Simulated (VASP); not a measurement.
Write the native input for VASP 6.6.1 that does the following.

```yaml
Task: relaxation of cell and atoms
Functional: PBE
Potentials_or_basis: VASP PAW PBE potentials, release 64 (Mg)
Cutoff: 600 eV
k_mesh: 14 × 14 × 8
Occupations: fermi-dirac, width 0.05 eV
Spin: no spin polarisation
Dipole_correction: no
Further_INCAR_settings: ALGO = Normal; EDIFF = 1e-06; IBRION = 2; EDIFFG = -0.01; NSW = 80; ISIF = 3
```

The structure of Mg lies in POSCAR:

```
Mg
1.0
    3.2092700000      0.0000000000      0.0000000000
   -1.6046350000      2.7793093476      0.0000000000
    0.0000000000      0.0000000000      5.2103300000
Mg
2
Direct
    0.3333333333      0.6666666667      0.2500000000
    0.6666666667      0.3333333333      0.7500000000
```

The input as run:

INCAR

```
PREC     = Accurate       # precision mode
ENCUT    = 600            # plane-wave cutoff, eV
EDIFF    = 1E-6           # SCF threshold, eV
ISMEAR   = -1             # smearing method
SIGMA    = 0.05           # smearing width, eV
LREAL    = F              # projectors in reciprocal space
LASPH    = T              # aspherical terms in the spheres
NELM     = 60             # most SCF steps
ALGO     = Normal         # electronic algorithm
ISIF     = 3              # what is computed and relaxed
LWAVE    = F              # write WAVECAR
LCHARG   = F              # write CHGCAR
GGA      = PE             # functional
IBRION   = 2              # ionic algorithm
NSW      = 80             # ionic steps
EDIFFG   = -0.01          # ionic threshold
```

KPOINTS

```
Automatic mesh
0
Gamma
  14 14 8
```

Potentials or basis: VASP PAW PBE potentials, release 64 (Mg).

Launch:

```console
$ cat potpaw_PBE.64/Mg/POTCAR > POTCAR
$ mpirun -np 1 vasp_std > vasp.out
```

Results of the run:

The relaxed volume is 22.86 Å³/atom and the relaxed cell is a = 3.186 Å, b = 3.186 Å, c = 5.200 Å, α = 90.00°, β = 90.00°, γ = 120.00°. The space group after relaxing (to 0.05 Å) is P6_3/mmc (No. 194), the energy gained by relaxing is 0.7 meV/atom and the ionic steps are 6. The pressure after relaxing is 0.0 GPa and the band gap on the k mesh is zero (band 2 reaches 3.44 eV, above the bottom of band 3 at 1.37 eV).

It took 65 s on 1 thread of AMD EPYC 7R13 Processor (Zen 3) (shared host), peak memory 0.18 GiB.
